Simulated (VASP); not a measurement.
MoS2: single point with PBE+D3(BJ)

The system is MoS2.

```
Mo S
1.0
     1.51703    0.87586    6.13233
    -1.51703    0.87586    6.13233
     0.00000   -1.75171    6.13233
Mo S
1 2
Direct
  0.00002 0.00002 0.00002
  0.75354 0.75354 0.75354
  0.57975 0.57975 0.57975
```

* Program: VASP 6.6.1
* Task: single point
* Functional: PBE
* Dispersion: D3(BJ)
* Potentials or basis: VASP PAW PBE potentials, release 64 (Mo_sv, S)
* Cutoff: 520 eV
* k mesh: 12 × 12 × 12
* Occupations: gaussian, width 0.05 eV
* Spin: no spin polarisation
* Dipole correction: no
* Further INCAR settings: ALGO = Normal; EDIFF = 1e-06; NBANDS = 20

The pressure is 8.8 GPa and the largest force is 0.151 eV/Å. The band gap on the k mesh is 0.99 eV (least direct gap 2.13 eV). The dispersion energy per atom is -0.465 eV.

Forces in eV/Å, atoms in the order of the input:
```
Mo   0.000  0.000 -0.003
S    0.000  0.000  0.151
S    0.000  0.000 -0.148
```

Stress tensor (GPa, compression positive):
```
12.57  0.00  0.00
 0.00 12.57  0.00
 0.00  0.00  1.30
```

Levels at points of the mesh, in eV from the valence-band top:
```
           k point  band 9  band 10  band 11  band 12  band 13  band 14  band 15  band 16  band 17  band 18
(0.00, 0.00, 0.00)   -2.78    -1.58    -1.58    -1.50    -1.21     2.69     2.69     2.99     2.99     6.65
(0.50, 0.00, 0.00)   -4.96    -3.55    -2.39    -1.30    -0.89     2.48     2.56     3.90     4.01     5.86
(0.50, 0.50, 0.00)   -4.64    -3.46    -3.07    -1.14    -1.03     2.43     2.80     3.47     4.43     6.56
(0.50, 0.50, 0.50)   -2.79    -2.79    -1.54    -1.54     0.00     2.79     2.79     2.85     2.85     6.68
```

Wall time 7.1 min on 1 thread of Intel(R) Xeon(R) Platinum 8259CL CPU @ 2.50GHz (Skylake/Cascade Lake), on a shared host, peak memory 0.42 GiB.

Caveat: the cell stands under pressure. A hybrid or GW would open this gap; PBE tends to underestimate it.
